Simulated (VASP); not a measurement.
CsBe3Cu2:

```
CELL_PARAMETERS angstrom
4.11884 5.15220 0.00000
4.11884 -5.15220 0.00000
0.00000 0.00000 -4.85120
ATOMIC_POSITIONS crystal
Cs 0.67800 0.32200 0.75000
Cs 0.32200 0.67800 0.25000
Cu 0.84400 0.84400 0.00000
Cu 0.15600 0.15600 0.50000
Cu 0.15600 0.15600 0.00000
Cu 0.84400 0.84400 0.50000
Be 0.11810 0.88190 0.75000
Be 0.88190 0.11810 0.25000
Be 0.59600 0.83320 0.75000
Be 0.40400 0.16680 0.25000
Be 0.83320 0.59600 0.25000
Be 0.16680 0.40400 0.75000
```

| Quantity | Value |
| --- | --- |
| Program | VASP 6.6.1 |
| Task | relaxation of the atoms |
| Functional | PBE |
| Potentials or basis | VASP PAW PBE potentials, release 64 (Cs_sv, Cu, Be) |
| Cutoff | 520 eV |
| k mesh | 4 × 4 × 5 |
| Occupations | fermi-dirac, width 0.1 eV |
| Spin | no spin polarisation |

At the start: pressure 11.1 GPa; volume 17.16 Å³/atom.

Problem. How do energy, volume and symmetry change on relaxing?

Solution. Over 16 steps the energy falls by 242.0 meV/atom at a fixed cell; space group Cmcm (No. 63, to 0.1 Å) before and after.

The path:
```tsv
step	energy change (eV)	largest force (eV/Å)	pressure (GPa)
1	0.0000	1.5481	11.05
2	-0.5707	1.2384	8.69
3	-1.0827	1.2233	5.64
4	-1.1417	1.1708	4.80
5	-1.6152	0.5435	2.44
6	-1.7369	0.4953	1.08
7	-1.7426	0.5032	1.22
8	-1.8566	0.4752	0.97
9	-2.1995	0.5353	0.21
10	-2.5939	0.7432	-0.53
11	-2.7011	0.7547	-0.68
12	-2.7936	0.7914	-0.73
13	-2.8604	0.4377	-0.93
14	-2.8937	0.1355	-1.02
15	-2.8987	0.0942	-0.98
16	-2.9040	0.0248	-0.93
```

Final structure:
```
CELL_PARAMETERS angstrom
4.11884 5.15220 0.00000
4.11884 -5.15220 0.00000
0.00000 0.00000 -4.85120
ATOMIC_POSITIONS crystal
Cs 0.61755 0.38245 0.75000
Cs 0.38245 0.61755 0.25000
Cu 0.84988 0.84988 0.00000
Cu 0.15012 0.15012 0.50000
Cu 0.15012 0.15012 0.00000
Cu 0.84988 0.84988 0.50000
Be 0.15893 0.84107 0.75000
Be 0.84107 0.15893 0.25000
Be 0.54757 0.92934 0.75000
Be 0.45243 0.07066 0.25000
Be 0.92934 0.54757 0.25000
Be 0.07066 0.45243 0.75000
```
